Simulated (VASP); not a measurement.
# Ni (P6_3/mmc) in VASP: relaxation of shape and atoms at fixed volume with PBEsol

Aim: the relaxation of shape and atoms at fixed volume of Ni with PBEsol.

Program: VASP 6.6.1. These are calculated values, not measurements. Logs are shortened: lines on timing, memory, paths and dates and some standing lists are left out, and cuts for length are marked.

### Step 1. The cell of the first run

The structure is hexagonal, space group P6_3/mmc (No. 194). Conventional cell: a = 2.066 Å, b = 2.066 Å, c = 3.386 Å, α = 90.00°, β = 90.00°, γ = 120.00°. Within 2.7 Å of Ni (site symmetry -6m2) lie 12 Ni at 2.07 Å.

This isn't the form of Ni at room conditions, which is fcc.

### Step 2. Relaxation of shape and atoms at fixed volume, PBEsol, collinear spin, ferromagnetic start

INCAR reads:

```
ALGO = Normal ; EDIFF = 1E-7
EDIFFG = -0.005 ; ENCUT = 600
GGA = PS ; IBRION = 2
ISIF = 4 ; ISMEAR = -1
ISPIN = 2 ; LASPH = True
LCHARG = False ; LMAXMIX = 4
LORBIT = 11 ; LREAL = False
LWAVE = False ; MAGMOM = 1 1
NELM = 150 ; NSW = 50
PREC = Accurate ; SIGMA = 0.1
```

KPOINTS reads:

```
k-points
0
Gamma
  18 18 10
```

POSCAR reads:

```
Ni
1.0
    2.0656799064      0.0000000000      0.0000000000
   -1.0328399532      1.7889312750      0.0000000000
    0.0000000000      0.0000000000      3.3864724943
Ni
2
Direct
    0.3333333333      0.6666666667      0.2500000000
    0.6666666667      0.3333333333      0.7500000000
```

Potentials or basis: VASP PAW PBE potentials, release 64 (Ni).

The run is started by

```bash
$ cat potpaw_PBE.64/Ni/POTCAR > POTCAR
$ mpirun -np 1 vasp_std > vasp.out
```

OUTCAR:

```text
EDIFF = 1E-7
   EDIFFG = -0.005
   ENCUT = 600
   GGA = PS
   IBRION = 2
   ISIF = 4
   ISMEAR = -1
   ISPIN = 2
   LASPH = True
   LORBIT = 11
   LREAL = False
   NELM = 150
   NSW = 50
   PREC = Accurate

 ion  position               nearest neighbor table
   1  0.333  0.667  0.250-   2 2.07   2 2.07   2 2.07   2 2.07   2 2.07   2 2.07   2 2.93   2 2.93
                             2 2.93   2 2.93   2 2.93   2 2.93
   2  0.667  0.333  0.750-   1 2.07   1 2.07   1 2.07   1 2.07   1 2.07   1 2.07   1 2.93   1 2.93
                             1 2.93   1 2.93   1 2.93   1 2.93

  LATTYP: Found a hexagonal cell.
 ALAT       =     2.0656799064
 C/A-ratio  =     1.6393984779

  Lattice vectors:

 A1 = (   2.0656799064,   0.0000000000,   0.0000000000)
 A2 = (  -1.0328399532,   1.7889312750,   0.0000000000)
 A3 = (   0.0000000000,   0.0000000000,   3.3864724943)

Analysis of symmetry for initial positions (statically):
=====================================================================
 Subroutine PRICEL returns:
 Original cell was already a primitive cell.

 Routine SETGRP: Setting up the symmetry group for a
 hexagonal supercell.

 Subroutine GETGRP returns: Found 24 space group operations
 (whereof 12 operations were pure point group operations)
 out of a pool of 24 trial point group operations.

The static configuration has the point symmetry D_3d.
 The point group associated with its full space group is D_6h.

Analysis of symmetry for dynamics (positions and initial velocities):
=====================================================================
 Subroutine PRICEL returns:
 Original cell was already a primitive cell.

 Routine SETGRP: Setting up the symmetry group for a
 hexagonal supercell.

 Subroutine GETGRP returns: Found 24 space group operations
 (whereof 12 operations were pure point group operations)
 out of a pool of 24 trial point group operations.

The dynamic configuration has the point symmetry D_3d.
 The point group associated with its full space group is D_6h.

Analysis of structural, dynamic, and magnetic symmetry:
=====================================================================
 Subroutine PRICEL returns:
 Original cell was already a primitive cell.

 Routine SETGRP: Setting up the symmetry group for a
 hexagonal supercell.

 Subroutine GETGRP returns: Found 24 space group operations
 (whereof 12 operations were pure point group operations)
 out of a pool of 24 trial point group operations.

The overall configuration has the point symmetry D_3d.
 The point group associated with its full space group is D_6h.

 Subroutine INISYM returns: Found 24 space group operations
 (whereof 12 operations are pure point group operations),
[... 130 lines left out ...]
  volume of cell :       12.51
 maximum number of plane-waves:       429
 NGX is ok and might be reduce to    18
   NGX =  9   NGY =  9   NGZ = 13

--------------------------------------- Ionic step        1  -------------------------------------------

 number of electron      19.9999999 magnetization       0.7375214

 Free energy of the ion-electron system (eV)
  ---------------------------------------------------
  ext. energy  EPLUGINS =         0.00000000
  ---------------------------------------------------
  free energy    TOTEN  =        -6.04514736 eV

  energy without entropy =       -5.95150876  energy(sigma->0) =       -5.99832806

------------------------ aborting loop because EDIFF is reached ----------------------------------------

  FORCE on cell =-STRESS in cart. coord.  units (eV):
  Direction    XX          YY          ZZ          XY          YZ          ZX
  --------------------------------------------------------------------------------------
  -------------------------------------------------------------------------------------
  Total       30.3772437     30.3772437     30.6232318      0.0000000      0.0000000      0.0000000
  in kB     3889.1501784   3889.1501783   3920.6436444      0.0000000      0.0000000      0.0000000
  external PRESSURE =    3899.6480004 kB  Pullay stress =       0.0000000 kB
[... 59 lines left out ...]
--------------------------------------- Ionic step        3  -------------------------------------------

 number of electron      19.9999998 magnetization       0.7265957

 Free energy of the ion-electron system (eV)
  ---------------------------------------------------
  ext. energy  EPLUGINS =         0.00000000
  ---------------------------------------------------
  free energy    TOTEN  =        -6.04535273 eV

  energy without entropy =       -5.95137135  energy(sigma->0) =       -5.99836204

 E-fermi :  19.8802     XC(G=0): -17.0643

 val. band max:       19.8797178568   @ k =   0.5000   0.0000   0.2000
 cond. band min:      19.8830244885   @ k =   0.2778   0.1667   0.0000
 fundamental gap:      0.0033066316
 Fermi energy:        19.8802486349

 spin component 1

 k-point     1 :       0.0000    0.0000    0.0000
  band No.  band energies     occupation
      1       6.3289      1.00000
      2      10.7434      1.00000
      3      15.3134      1.00000
      4      15.4888      1.00000
      5      15.4888      1.00000
      6      16.1539      1.00000
      7      16.1539      1.00000
      8      17.1108      1.00000
      9      17.1108      1.00000
     10      18.4935      1.00000
     11      19.2782      0.99758
     12      19.2782      0.99758
     13      30.9503      0.00000
     14      46.7285      0.00000
[... 403 lines left out ...]
      4      14.8229      1.00000
      5      15.1375      1.00000
      6      15.6003      1.00000
      7      16.2580      1.00000
      8      19.1813      0.99908
      9      19.5810      0.95224
     10      19.5839      0.95088
     11      22.3279      0.00000
     12      27.5585      0.00000
     13      33.5813      0.00000
     14      35.3134      0.00000
     15      37.9187      0.00000

 [... further k-points ...]

 spin component 2

 k-point     1 :       0.0000    0.0000    0.0000
  band No.  band energies     occupation
      1       6.3598      1.00000
      2      10.9777      1.00000
      3      15.7078      1.00000
      4      15.8702      1.00000
      5      15.8702      1.00000
      6      16.5512      1.00000
      7      16.5512      1.00000
      8      17.5028      1.00000
      9      17.5028      1.00000
     10      18.5264      1.00000
     11      19.7019      0.85607
     12      19.7019      0.85607
     13      31.2301      0.00000
     14      46.7135      0.00000
[... 444 lines left out ...]
  FREE ENERGIE OF THE ION-ELECTRON SYSTEM (eV)
  ---------------------------------------------------
  free  energy   TOTEN  =        -6.0453527299 eV

  energy  without entropy=       -5.9513713486  energy(sigma->0) =       -5.99836204

 reached required accuracy - stopping structural energy minimisation

 total charge

# of ion       s       p       d       tot
------------------------------------------
    1        0.842   1.259   8.951  11.052
    2        0.842   1.259   8.951  11.052
--------------------------------------------------
tot          1.684   2.518  17.903  22.105

 magnetization (x)

# of ion       s       p       d       tot
------------------------------------------
    1       -0.004  -0.017   0.363   0.342
    2       -0.004  -0.017   0.363   0.342
--------------------------------------------------
tot         -0.008  -0.035   0.726   0.683
```

OSZICAR:

```text
N       E                     dE             d eps       ncg     rms          rms(c)
DAV:   1     0.887131591961E+02    0.88713E+02   -0.10678E+04 14336   0.244E+03
DAV:   2    -0.504540768776E+01   -0.93759E+02   -0.89222E+02 13397   0.304E+02
DAV:   3    -0.761008279710E+01   -0.25647E+01   -0.25370E+01 15357   0.662E+01
[... 23 lines left out ...]
DAV:   1    -0.604626848136E+01   -0.13060E-02   -0.31120E-02 15756   0.167E+00    0.215E-01
DAV:   2    -0.604560651516E+01    0.66197E-03   -0.60131E-04 17070   0.471E-01    0.110E-01
DAV:   3    -0.604535591395E+01    0.25060E-03   -0.26875E-04 18908   0.251E-01    0.318E-02
DAV:   4    -0.604535176830E+01    0.41457E-05   -0.23329E-05 16643   0.920E-02    0.150E-02
DAV:   5    -0.604535272297E+01   -0.95468E-06   -0.18428E-06 18108   0.226E-02    0.606E-03
DAV:   6    -0.604535272993E+01   -0.69563E-08   -0.11489E-07  9865   0.671E-03
   3 F= -.60453527E+01 E0= -.59983620E+01  d E =-.205370E-03  mag=     0.7273
```

It took 5.6 min on 1 thread of Intel Xeon 8259CL, shared host; peak memory 0.2 GiB.

Results:

* Free energy: -6.0454 eV
* Energy gained by relaxing: 0.1 meV/atom
* Ionic steps: 3
* Pressure after relaxing: 389.9 GPa
* Net moment: 0.73 μB per cell
* Site moments: Ni +0.34 μB

Step by step:
```tsv
step	energy change (eV)	largest force (eV/Å)	pressure (GPa)	volume (Å³)
1	0.0000	0.0000	389.96	12.51
2	0.0002	0.0000	389.88	12.51
3	-0.0002	0.0000	389.95	12.51
```

Final structure:
```yaml
crystal:
  lattice:
    - [2.06396, 0.00000, 0.00000]
    - [-1.03198, 1.78744, 0.00000]
    - [0.00000, 0.00000, 3.39213]
  atoms:
    - { symbol: Ni, position: [0.33333, 0.66667, 0.25000] }
    - { symbol: Ni, position: [0.66667, 0.33333, 0.75000] }
```

Caveat: the PAW data sets were made with another functional, which shifts forces and pressure a little.
